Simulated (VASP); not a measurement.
Input of a VASP 6.6.1 run:

Contents of INCAR:

```
SYSTEM = Ru
PREC     = Accurate       ! precision mode
ENCUT    = 520            ! plane-wave cutoff, eV
EDIFF    = 1E-6           ! SCF threshold, eV
ISMEAR   = -1             ! smearing method
SIGMA    = 0.03           ! smearing width, eV
LREAL    = .FALSE.        ! projectors in reciprocal space
LASPH    = .TRUE.         ! aspherical terms in the spheres
NELM     = 60             ! most SCF steps
ALGO     = Normal         ! electronic algorithm
ISIF     = 2              ! what is computed and relaxed
LWAVE    = .FALSE.        ! write WAVECAR
LCHARG   = .TRUE.         ! write CHGCAR
GGA      = PS             ! functional
LELF     = .TRUE.         ! ELF
LVHAR    = .TRUE.       
NBANDS   = 21             ! bands
```

KPOINTS

```
Automatic mesh
0
G
  14 14 8
  0 0 0
```

POSCAR

```
Ru
1.0
    2.7057993342      0.0405869900      0.0405869900
   -1.3177503027      2.3229974660      0.0148558694
    0.0642285000      0.0642285000      4.2819000000
Ru
2
Direct
    0.3333333333      0.6666666667      0.2500000000
    0.6666666667      0.3333333333      0.7500000000
```

Potentials or basis: VASP PAW PBE potentials, release 64 (Ru_pv).

Command:

```console
$ cat potpaw_PBE.64/Ru_pv/POTCAR > POTCAR
$ mpirun -np 1 vasp_std > vasp.out
```

**Question.** What does it give for the largest force?

**Answer.** 0.078 eV/Å.

**Question.** What does it give for the pressure?

**Answer.** -5.5 GPa.

**Question.** Predict the band gap on the k mesh.

**Answer.** Zero (bands 14 and 15 overlap by 3.24 eV).

Stress tensor (GPa, compression positive):
```
-4.89 -5.76 -5.59
-5.76 -4.87 -5.62
-5.59 -5.62 -6.69
```

Caveat: the cell differs from its parent crystal (equal xy, yz and zx shear strains of +3 %); the cell stands under tension; the PAW data sets were made with another functional, which shifts forces and pressure a little.
